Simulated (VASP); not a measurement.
# MgZn4O (Amm2) in VASP: a series of runs

MgZn4O is run at these levels: PBE; tasks: single point, relaxation of cell and atoms.

Everything below comes from runs of VASP 6.6.1. Logs are shortened: lines on timing, memory, paths and dates and some standing lists are left out, and cuts for length are marked.

### Step 1. The cell of the first run

It takes space group Amm2 (No. 38, orthorhombic). Conventional cell: a = 4.188 Å, b = 9.266 Å, c = 5.366 Å, α = 90.00°, β = 90.00°, γ = 90.00°. Mg (site symmetry mm2) has 1 O at 1.89 Å within 2.5 Å. Zn (site symmetry m) has 6 Zn at 2.60 to 2.83 Å and 2 Mg at 2.98 Å within 3.4 Å. Within 2.5 Å of Zn (site symmetry m) lie 1 O at 1.91 Å. O (site symmetry mm2) has 1 Mg at 1.89 Å and 2 Zn at 1.91 Å within 2.5 Å.

### Step 2. Single point, PBE

File INCAR:

```
SYSTEM = MgZn4O
  PREC = Accurate
  ENCUT = 520
  EDIFF = 1E-6
  ISMEAR = 0
  SIGMA = 0.2
  LREAL = .False.
  LASPH = .True.
  NELM = 100
  ALGO = Normal
  ISIF = 2
  LWAVE = .False.
  LCHARG = .True.
  GGA = PE
  LELF = .True.
  LVHAR = .True.
  NBANDS = 37
```

File KPOINTS:

```
Automatic mesh
0
Gamma
  4 4 4
  0 0 0
```

File POSCAR:

```
MgZn4O
1.0
    4.1879982301      0.0000000000      0.0000000000
    0.0000000000      4.6330168515      2.6829325225
    0.0000000000     -4.6330168515      2.6829325225
Mg Zn O
1 4 1
Direct
    0.0000000000      0.8870538853      0.8870538853
    0.5000000000      0.4961768174      0.8987666910
    0.5000000000      0.8987666910      0.4961768174
    0.0000000000      0.5934687148      0.2353880797
    0.0000000000      0.2353880797      0.5934687148
    0.0000000000      0.2386141317      0.2386141317
```

Potentials or basis: VASP PAW PBE potentials, release 64 (Mg, Zn, O).

The run is started by

```sh
$ cat potpaw_PBE.64/Mg/POTCAR potpaw_PBE.64/Zn/POTCAR potpaw_PBE.64/O/POTCAR > POTCAR
$ mpirun -np 1 vasp_std > vasp.out
```

OUTCAR:

```text
SYSTEM = MgZn4O
   PREC = Accurate
   ENCUT = 520
   EDIFF = 1E-6
   ISMEAR = 0
   LREAL = .False.
   LASPH = .True.
   NELM = 100
   ISIF = 2
   GGA = PE

 ion  position               nearest neighbor table
   1  0.000  0.887  0.887-   6 1.89   5 2.98   4 2.98   3 2.98   2 2.98   2 2.98   3 2.98   4 3.03
                             5 3.03   5 3.28   4 3.28
   2  0.500  0.496  0.899-   5 2.60   5 2.60   4 2.64   4 2.64   3 2.83   3 2.83   1 2.98   1 2.98

   3  0.500  0.899  0.496-   4 2.60   4 2.60   5 2.64   5 2.64   2 2.83   2 2.83   1 2.98   1 2.98

   4  0.000  0.593  0.235-   6 1.91   3 2.60   3 2.60   2 2.64   2 2.64   1 2.98   5 2.99   5 2.99
                             1 3.03   1 3.28
   5  0.000  0.235  0.593-   6 1.91   2 2.60   2 2.60   3 2.64   3 2.64   1 2.98   4 2.99   4 2.99
                             1 3.03   1 3.28
   6  0.000  0.239  0.239-   1 1.89   4 1.91   5 1.91

  LATTYP: Found a base centered orthorhombic cell.
 ALAT       =     5.3658650450
 B/A-ratio  =     1.7268480711
 C/A-ratio  =     0.7804889230

  Lattice vectors:

 A1 = (   0.0000000000,   4.6330168515,   2.6829325225)
 A2 = (   0.0000000000,  -4.6330168515,   2.6829325225)
 A3 = (   4.1879982301,   0.0000000000,   0.0000000000)

Analysis of symmetry for initial positions (statically):
=====================================================================
 Subroutine PRICEL returns:
 Original cell was already a primitive cell.

 Routine SETGRP: Setting up the symmetry group for a
 base centered orthorhombic supercell.

 Subroutine GETGRP returns: Found  4 space group operations
 (whereof  4 operations were pure point group operations)
 out of a pool of  8 trial point group operations.

The static configuration has the point symmetry C_2v.

Analysis of symmetry for dynamics (positions and initial velocities):
=====================================================================
 Subroutine PRICEL returns:
 Original cell was already a primitive cell.

 Routine SETGRP: Setting up the symmetry group for a
 base centered orthorhombic supercell.

 Subroutine GETGRP returns: Found  4 space group operations
 (whereof  4 operations were pure point group operations)
 out of a pool of  8 trial point group operations.

The dynamic configuration has the point symmetry C_2v.

 Subroutine INISYM returns: Found  4 space group operations
 (whereof  4 operations are pure point group operations),
 and found     1 'primitive' translations

----------------------------------------------------------------------------------------
[... 102 lines left out ...]
   NFREE  =      0    steps in history (QN), initial steepest desc. (CG)
   ISIF   =      2    stress and relaxation
   ISYM   =      2    0-nonsym 1-usesym 2-fastsym
   POTIM  = 0.5000    time-step for ionic-motion
   TEBEG  =    0.0;   TEEND  =   0.0 temperature during run
   PSTRESS=    0.0 pullay stress
   NELECT =      56.0000    total number of electrons
   NUPDOWN=      -1.0000    fix difference up-down
   EMIN   =  10.00;   EMAX   =-10.00  energy-range for DOS
   EFERMI =   0.00;   METHOD = LEGACY
   ISMEAR =     0;   SIGMA  =   0.20  broadening in eV -4-tet -1-fermi 0-gaus
   EFERMI_NEDOS =   21; number of points for ismear=-14 and -15
   IALGO  =     38    algorithm
   IMIX   =      4    mixing-type and parameters
     AMIX     =   0.40;   BMIX     =  1.00
     AMIX_MAG =   1.60;   BMIX_MAG =  1.00
  volume/ion in A,a.u.               =      17.35       117.10
  Fermi-wavevector in a.u.,A,eV,Ry     =   1.331376  2.515936 24.117180  1.772563
  Thomas-Fermi vector in A             =   2.460392
   LORBIT       =      0    0 simple, 1 ext, 2 COOP (PROOUT), +10 PAW based schemes
   GGA     = PE    functional components
   LHFCALC =     F    Hartree Fock is set to
   AEXX    =    0.0000 exact exchange contribution
   IVDW    =     0    specifies the selected vdW correction
   LEPSILON=     F    determine dielectric tensor
   LRPA    =     F    only Hartree local field effects (RPA)
 non-spin polarized calculation
 Gauss-broadening in eV      SIGMA  =   0.20
  energy-cutoff  :      520.00
  volume of cell :      104.11
 maximum number of plane-waves:      2815
 NGX is ok and might be reduce to    32
   NGX = 15   NGY = 19   NGZ = 19

 number of electron      55.9999991 magnetization

 Free energy of the ion-electron system (eV)
  ---------------------------------------------------
  ext. energy  EPLUGINS =         0.00000000
  ---------------------------------------------------
  free energy    TOTEN  =       -13.33699206 eV

  energy without entropy =      -13.29809696  energy(sigma->0) =      -13.31754451

 E-fermi :   1.8622     XC(G=0):  -9.9328

 val. band max:        1.8581350358   @ k =   0.2500   0.5000  -0.0000
 cond. band min:       1.9484413741   @ k =   0.5000   0.5000   0.2500
 fundamental gap:      0.0903063383
 Fermi energy:         1.8621643622

 k-point     1 :       0.0000    0.0000    0.0000
  band No.  band energies     occupation
      1     -16.3074      2.00000
      2      -6.5224      2.00000
      3      -5.9025      2.00000
      4      -5.8108      2.00000
      5      -5.8076      2.00000
      6      -5.8073      2.00000
[... 829 lines left out ...]
     36       9.6128      0.00000
     37      10.2995      0.00000

------------------------ aborting loop because EDIFF is reached ----------------------------------------

  FORCE on cell =-STRESS in cart. coord.  units (eV):
  Direction    XX          YY          ZZ          XY          YZ          ZX
  --------------------------------------------------------------------------------------
  -------------------------------------------------------------------------------------
  Total       -0.1366013      0.2302793     -0.0203336      0.0000000      0.0000000      0.0000000
  in kB       -2.1021087      3.5436870     -0.3129073      0.0000000      0.0000000      0.0000000
  external PRESSURE =       0.3762237 kB  Pullay stress =       0.0000000 kB

 VOLUME and BASIS-vectors are now :
 -----------------------------------------------------------------------------
  energy-cutoff  :      520.00
  volume of cell :      104.11
      direct lattice vectors                 reciprocal lattice vectors
     4.187998230  0.000000000  0.000000000     0.238777560  0.000000000  0.000000000
     0.000000000  4.633016851  2.682932522     0.000000000  0.107921041  0.186363241
     0.000000000 -4.633016851  2.682932522     0.000000000 -0.107921041  0.186363241

 POSITION                                       TOTAL-FORCE (eV/Angst)
 -----------------------------------------------------------------------------------
      0.00000      0.00000      4.75981         0.000000      0.000000     -0.019131
      2.09400     -1.86521      3.74254         0.000000      0.000682      0.010352
      2.09400      1.86521      3.74254         0.000000     -0.000682      0.010352
      0.00000      1.65899      2.22377         0.000000      0.064231      0.037712
      0.00000     -1.65899      2.22377         0.000000     -0.064231      0.037712
      0.00000      0.00000      1.28037         0.000000      0.000000     -0.076997
 -----------------------------------------------------------------------------------
    total drift:                                0.000000     -0.000006      0.001113

  FREE ENERGIE OF THE ION-ELECTRON SYSTEM (eV)
  ---------------------------------------------------
  free  energy   TOTEN  =       -13.3369920613 eV

  energy  without entropy=      -13.2980969610  energy(sigma->0) =      -13.31754451
```

It took 94 s on 1 thread of AMD EPYC 7R43 (Zen 3), shared host; peak memory 0.22 GiB.

What came out:

```yaml
Free_energy: -13.3370 eV
Pressure: 0.0 GPa
Largest_force: 0.077 eV/Å
Band_gap_on_the_k_mesh: zero (band 28 reaches 3.61 eV, above the bottom of band 29 at 1.28 eV)
```

Forces in eV/Å, atoms in the order of the input:
```
Mg   0.000  0.000 -0.019
Zn   0.000  0.001  0.010
Zn   0.000 -0.001  0.010
Zn   0.000  0.064  0.038
Zn   0.000 -0.064  0.038
O    0.000  0.000 -0.077
```

Stress tensor (GPa, compression positive):
```
-0.21  0.00  0.00
 0.00  0.35  0.00
 0.00  0.00 -0.03
```

Caveat: the k points lie up to 0.38 Å⁻¹ apart.

### Step 3. Relaxation of cell and atoms, PBE

This run uses another cell than the first one, of 16.46 Å³/atom, 0.949 times its volume.

File INCAR:

```
SYSTEM = MgZn4O
PREC = Accurate ; ENCUT = 600
EDIFF = 1E-7 ; ISMEAR = 0
SIGMA = 0.2 ; LREAL = .False.
LASPH = .True. ; NELM = 100
ALGO = Normal ; ISIF = 3
LWAVE = .False. ; LCHARG = .False.
GGA = PE ; IBRION = 2
NSW = 36 ; EDIFFG = -0.08
```

KPOINTS is that of step 2.

File POSCAR:

```
MgZn4O
1.0
    4.2039357700      0.0000000000      0.0000000000
    0.0000000000      4.0565209400      2.8956713200
    0.0000000000     -4.0565209400      2.8956713200
Mg Zn O
1 4 1
Direct
    0.0000000000      0.9363468100      0.9363468100
    0.5000000000      0.4689975400      0.8532927000
    0.5000000000      0.8532927000      0.4689975400
    0.0000000000      0.5596494100      0.2228737800
    0.0000000000      0.2228737800      0.5596494100
    0.0000000000      0.3083080800      0.3083080800
```

Potentials or basis: VASP PAW PBE potentials, release 64 (Mg, Zn, O).

The run is started by

```sh
$ cat potpaw_PBE.64/Mg/POTCAR potpaw_PBE.64/Zn/POTCAR potpaw_PBE.64/O/POTCAR > POTCAR
$ mpirun -np 1 vasp_std > vasp.out
```

It took 12 min on 1 thread of Intel Xeon 6975P-C (Granite Rapids), shared host; peak memory 0.29 GiB.

Results (log left out):

- Free energy: -13.3280 eV
- Relaxed volume: 17.22 Å³/atom
- Relaxed cell: a = 4.180 Å, b = 5.348 Å, c = 5.348 Å, α = 120.20°, β = 90.00°, γ = 90.00°
- Space group after relaxing (to 0.05 Å): Amm2 (No. 38)
- Energy gained by relaxing: 1111.5 meV/atom
- Ionic steps: 28
- Pressure after relaxing: 0.2 GPa
- Largest force after relaxing: 0.077 eV/Å
- Band gap on the k mesh: zero (band 28 reaches 3.58 eV, above the bottom of band 29 at 1.43 eV)

Forces in eV/Å, atoms in the order of the input:
```
Mg   0.000  0.000  0.068
Zn   0.000 -0.076  0.011
Zn   0.000  0.076  0.011
Zn   0.000 -0.017 -0.015
Zn   0.000  0.017 -0.015
O    0.000  0.000 -0.060
```

Stress tensor (GPa, compression positive):
```
0.30 0.00 0.00
0.00 0.13 0.00
0.00 0.00 0.09
```

The path:
```tsv
step	energy change (eV)	largest force (eV/Å)	pressure (GPa)	volume (Å³)
1	0.0000	20.9316	33.45	98.76
2	-0.9978	12.9185	2.95	150.05
3	-2.0912	7.8164	0.80	143.49
4	-2.6343	5.4115	-0.34	139.29
5	-4.8903	2.1541	-3.89	118.56
6	-6.0070	1.7719	-2.24	108.57
7	-6.0332	1.8562	2.36	103.65
8	-6.1087	1.1987	-0.70	106.36
9	-6.1161	1.1308	-0.07	105.66
10	-6.1158	1.0893	-0.20	105.80
11	-6.3210	0.7457	-0.18	105.73
12	-6.3632	0.9882	0.32	105.64
13	-6.4433	0.6829	-0.07	106.13
14	-6.4838	0.7005	-0.24	106.76
15	-6.5471	0.3865	-0.69	106.71
16	-6.5834	0.4957	-1.06	106.50
17	-6.6198	0.1624	-0.28	104.62
18	-6.6244	0.2384	0.16	103.69
19	-6.6388	0.1417	0.10	103.86
20	-6.6516	0.3337	0.08	104.31
21	-6.6574	0.1151	-0.38	104.59
22	-6.6574	0.1133	-0.39	104.60
23	-6.6607	0.0835	-0.20	104.05
24	-6.6623	0.0885	0.19	103.22
25	-6.6641	0.0809	0.17	103.15
26	-6.6650	0.1927	0.19	103.05
27	-6.6664	0.1620	0.19	103.11
28	-6.6692	0.0767	0.17	103.30
```

Final structure:
```
CELL_PARAMETERS angstrom
4.17969 0.00000 0.00000
0.00000 4.63574 2.66566
0.00000 -4.63574 2.66566
ATOMIC_POSITIONS crystal
Mg 0.00000 0.88806 0.88806
Zn 0.50000 0.50870 0.89086
Zn 0.50000 0.89086 0.50870
Zn 0.00000 0.59188 0.22735
Zn 0.00000 0.22735 0.59188
O 0.00000 0.24262 0.24262
```

Levels at points of the mesh, in eV from the Fermi level:
```
           k point  band 26  band 27  band 28  band 29  band 30  band 31
(0.00, 0.00, 0.00)    -2.25    -1.58    -0.37     0.78     2.26     3.02
(0.50, 0.00, 0.00)    -2.07    -0.60    -0.03     0.43     1.12     1.48
(0.00, 0.50, 0.00)    -2.48    -0.20     0.45     1.58     2.47     3.29
(0.50, 0.50, 0.00)    -3.60    -2.09    -1.86     0.10     2.52     2.77
(0.00, 0.50, 0.50)    -2.39    -1.14    -0.12     0.60     3.19     3.92
(0.50, 0.50, 0.50)    -2.06    -1.92    -1.76    -0.40     1.44     2.40
```

Caveat: the k points lie up to 0.38 Å⁻¹ apart in the final cell; the relaxation stopped at a loose force limit of 0.08 eV/Å, so its end isn't a converged minimum.
